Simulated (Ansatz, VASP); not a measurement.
## Ir: VASP beside Ansatz

```
Ir
1.0
     0.00000    1.93792    1.93792
     1.93792    0.00000    1.93792
     1.93792    1.93792    0.00000
Ir
1
Direct
  0.00000 0.00000 0.00000
```

Alike in both runs: task relaxation of cell and atoms; functional PBE; k mesh 8 × 8 × 8; occupations methfessel-paxton of order 1, width 0.0283 eV; no spin polarisation; Hubbard terms Ir d U = 1.0 eV.

|  | VASP | Ansatz |
| --- | --- | --- |
| version | VASP 6.6.1 | Ansatz 0.2.0 |
| potentials or method | VASP PAW PBE potentials, release 64 (Ir), cutoff 500 eV | PAW plane waves |
| valence electrons in the cell | 9 | 17 |

Ansatz gave:

* gap on the k mesh at the Fermi level, each at its own relaxed structure (eV): none
* relaxed volume (Å³/atom): 14.53
* relaxed cell length with the largest relative difference (Å): 2.739

Problem. What did VASP give for the same quantities?

Solution. gap on the k mesh at the Fermi level, each at its own relaxed structure (eV): none; relaxed volume (Å³/atom): 14.43; relaxed cell length with the largest relative difference (Å): 2.733.

The programs project onto different local orbitals, so the same U acts differently, and such runs can settle in different states. A gap of «none» marks a metal or a gap that the smearing closes. VASP's potentials hold 9 valence electrons a cell and Ansatz's 17, so a difference there can come from the potentials and not from the codes. Ansatz's warnings: filled band counts differ across k points.

Spin-orbit coupling is off throughout.
